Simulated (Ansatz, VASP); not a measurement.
## B5C2 in VASP and in Ansatz

```
B C
1.0
     4.09921   -2.76023    0.00010
     4.09921    2.76023    0.00010
    -2.09379    0.00000    4.26880
B C
10 4
Direct
  0.79429 0.31558 0.21353
  0.68442 0.20571 0.78647
  0.20571 0.68442 0.78647
  0.31558 0.79429 0.21353
  0.67079 0.99345 0.00637
  0.32921 0.00655 0.99363
  0.99345 0.67079 0.00637
  0.00655 0.32921 0.99363
  0.79042 0.79042 0.67679
  0.20958 0.20958 0.32321
  0.57905 0.57905 0.41845
  0.42095 0.42095 0.58155
  0.99944 0.99944 0.33844
  0.00056 0.00056 0.66156
```

Alike in both runs: functional PBE; k mesh 6 × 6 × 6; occupations gaussian, width 0.02 eV; no spin polarisation.

Ansatz relaxed the structure, and its values are those at the end. VASP's run is a single point on that final structure, the one shown.

|  | VASP | Ansatz |
| --- | --- | --- |
| version | VASP 6.6.1 | Ansatz 0.2.0 |
| potentials or method | VASP PAW PBE potentials, release 64 (B, C), cutoff 520 eV | scalar-relativistic, plane waves, PAW |
| valence electrons in the cell | 46 | 46 |

Ansatz gave:

```
gap on the k mesh at the Fermi level (eV) : 2.53
least direct gap on the mesh (eV)         : 2.91
pressure (GPa)                            : 0.0
rms of the force components (eV/Å)        : 0.001
```

Task: What did VASP give for the same quantities?

Result: gap on the k mesh at the Fermi level (eV): 2.52; least direct gap on the mesh (eV): 2.91; pressure (GPa): 0.1; rms of the force components (eV/Å): 0.005.

With one functional, cell and mesh, what is left measures potentials, basis and numerics.
